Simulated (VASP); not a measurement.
Here is a VASP 6.6.1 calculation.

File POSCAR:

```
SnPbO2
1.0
    3.8682734874      0.0000000000      0.0000000000
    0.0000000000      3.8682734874      0.0000000000
    0.0000000000      0.0000000000      4.8975261426
Sn Pb O
1 1 2
Direct
    0.0000000000      0.0000000000      0.2247945222
    0.5000000000      0.5000000000      0.7456934246
    0.5000000000      0.0000000000      0.0147560265
    0.0000000000      0.5000000000      0.0147560265
```

File INCAR.step1:

```
ALGO     = Normal         # electronic algorithm
EDIFF    = 1E-4           # SCF threshold, eV
ENCUT    = 520            # plane-wave cutoff, eV
GGA      = PE             # functional
ISMEAR   = 0              # smearing method
LASPH    = T              # aspherical terms in the spheres
LCHARG   = F              # write CHGCAR
LREAL    = F              # projectors in reciprocal space
LWAVE    = T              # write WAVECAR
NBANDS   = 28             # bands
NELM     = 60             # most SCF steps
PREC     = Accurate       # precision mode
SIGMA    = 0.01           # smearing width, eV
```

INCAR.step2

```
ALGO     = Normal         # electronic algorithm
EDIFF    = 1E-6           # SCF threshold, eV
ENCUT    = 520            # plane-wave cutoff, eV
ISIF     = 2              # what is computed and relaxed
ISMEAR   = 0              # smearing method
ISTART   = 1            
LASPH    = T              # aspherical terms in the spheres
LCHARG   = T              # write CHGCAR
LELF     = T              # ELF
LMIXTAU  = T            
LREAL    = F              # projectors in reciprocal space
LVHAR    = T            
LWAVE    = F              # write WAVECAR
METAGGA  = R2SCAN         # meta-GGA
NBANDS   = 28             # bands
NELM     = 60             # most SCF steps
PREC     = Accurate       # precision mode
SIGMA    = 0.01           # smearing width, eV
```

The input KPOINTS:

```
k-points
0
Gamma
  6 6 6
```

Potentials or basis: VASP PAW PBE potentials, release 64 (Sn_d, Pb_d, O).

Run with:

```bash
$ cat potpaw_PBE.64/Sn_d/POTCAR potpaw_PBE.64/Pb_d/POTCAR potpaw_PBE.64/O/POTCAR > POTCAR
$ cp INCAR.step1 INCAR
$ mpirun -np 1 vasp_std > vasp.out
$ cp INCAR.step2 INCAR
$ mpirun -np 1 vasp_std > vasp.out
```

(1) Predict the pressure.

(2) Estimate the largest force.

(3) Estimate the band gap on the k mesh.

## Answers

(1) 1.8 GPa.

(2) 0.111 eV/Å.

(3) 0.78 eV (least direct gap 2.11 eV).

Caveat: the PAW data sets were made with another functional, which shifts forces and pressure a little; spin-orbit coupling is left out, which moves the levels of the heavy elements.
